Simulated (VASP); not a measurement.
A run of VASP 6.6.1 is set up as follows.

File INCAR:

```
SYSTEM = Ti
ALGO = Fast
EDIFF = 1E-6
ENCUT = 520
GGA = PS
ISIF = 2
ISMEAR = 0
LASPH = .True.
LCHARG = .False.
LREAL = .False.
LWAVE = .False.
NBANDS = 25
NELM = 60
PREC = Accurate
SIGMA = 0.05
```

File KPOINTS:

```
k-points
0
Gamma
  9 9 12
  0 0 0
```

The input POSCAR:

```
Ti
1.0
    4.6000000000      0.0000000000      0.0000000000
   -2.3000000000      3.9837168574      0.0000000000
    0.0000000000      0.0000000000      2.8200000000
Ti
3
Direct
    0.0000000000      0.0000000000      0.0000000000
    0.3333333333      0.6666666667      0.5000000000
    0.6666666667      0.3333333333      0.5000000000
```

Potentials or basis: VASP PAW PBE potentials, release 64 (Ti_sv).

Command:

```console
$ cat potpaw_PBE.64/Ti_sv/POTCAR > POTCAR
$ mpirun -np 1 vasp_std > vasp.out
```

(1) Predict the band gap on the k mesh.

(2) Predict the pressure.

Answers

(1) zero (band 18 reaches 8.35 eV, above the bottom of band 19 at 8.09 eV).

(2) -5.2 GPa.

Caveat: the PAW data sets were made with another functional, which shifts forces and pressure a little.
